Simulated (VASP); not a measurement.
Write the native input for VASP 6.6.1 that does the following.

```yaml
Task: density of states
Functional: PBE
Potentials_or_basis: VASP PAW PBE potentials, release 64 (Zr_sv)
Cutoff: 520 eV
k_mesh: 15 × 15 × 1
Occupations: fermi-dirac, width 0.08 eV
Spin: no spin polarisation
Dipole_correction: yes
k_mesh_for_the_DOS: 23 × 23 × 1
Occupations_for_the_DOS: tetrahedron
Further_INCAR_settings: ALGO = Normal; EDIFF = 1e-06
```

Slab: Zr, a slab with vacuum.

```xyz
3
Lattice="3.2311 0.0000 0.0000 -1.6155 2.7982 0.0000 0.0000 0.0000 21.1751" Properties=species:S:1:pos:R:3 pbc="T T T"
Zr    0.0000    0.0000    8.0000
Zr    0.0000    1.8655   10.5876
Zr    0.0000    0.0000   13.1751
```

The input as run:

POSCAR

```
Zr
1.0
    3.2310992950      0.0000000000      0.0000000000
   -1.6155496475      2.7982140717      0.0000000000
    0.0000000000      0.0000000000     21.1751000000
Zr
3
Direct
    0.0000000000      0.0000000000      0.3778013843
    0.3333333340      0.6666666660      0.5000000000
    0.0000000000      0.0000000000      0.6221986157
```

INCAR.step1

```
ALGO     = Normal         # electronic algorithm
DIPOL    = 0.5 0.5 0.500
EDIFF    = 1E-6           # SCF threshold, eV
ENCUT    = 520            # plane-wave cutoff, eV
GGA      = PE             # functional
IDIPOL   = 3            
ISIF     = 2              # what is computed and relaxed
ISMEAR   = -1             # smearing method
LASPH    = True           # aspherical terms in the spheres
LCHARG   = True           # write CHGCAR
LDIPOL   = True         
LMAXMIX  = 4              # l up to which the mixer works
LREAL    = False          # projectors in reciprocal space
LWAVE    = False          # write WAVECAR
NBANDS   = 25             # bands
NELM     = 80             # most SCF steps
PREC     = Accurate       # precision mode
SIGMA    = 0.08           # smearing width, eV
```

KPOINTS.step1

```
k-points
0
Gamma
  15 15 1
```

INCAR.step2

```
ALGO     = Normal         # electronic algorithm
DIPOL    = 0.5 0.5 0.500
EDIFF    = 1E-6           # SCF threshold, eV
ENCUT    = 520            # plane-wave cutoff, eV
GGA      = PE             # functional
ICHARG   = 11             # starting density
IDIPOL   = 3            
ISIF     = 2              # what is computed and relaxed
ISMEAR   = -5             # smearing method
LASPH    = True           # aspherical terms in the spheres
LCHARG   = False          # write CHGCAR
LDIPOL   = True         
LMAXMIX  = 4              # l up to which the mixer works
LORBIT   = 10             # projections on sites
LREAL    = False          # projectors in reciprocal space
LWAVE    = False          # write WAVECAR
NEDOS    = 2001           # points of the DOS
NELM     = 80             # most SCF steps
PREC     = Accurate       # precision mode
SIGMA    = 0.08           # smearing width, eV
```

KPOINTS.step2

```
k-points
0
Gamma
  23 23 1
```

Potentials or basis: VASP PAW PBE potentials, release 64 (Zr_sv).

Command:

```console
$ cat potpaw_PBE.64/Zr_sv/POTCAR > POTCAR
$ cp INCAR.step1 INCAR
$ cp KPOINTS.step1 KPOINTS
$ mpirun -np 1 vasp_std > vasp.out
$ cp INCAR.step2 INCAR
$ cp KPOINTS.step2 KPOINTS
$ mpirun -np 1 vasp_std > vasp.out
```

It gave:

```
Valence electrons inside the program's atomic spheres : Zr 9.79, 9.81
```

It took 9.1 min on 1 thread of Intel Xeon 8259CL, on a shared host, peak memory 0.38 GiB.
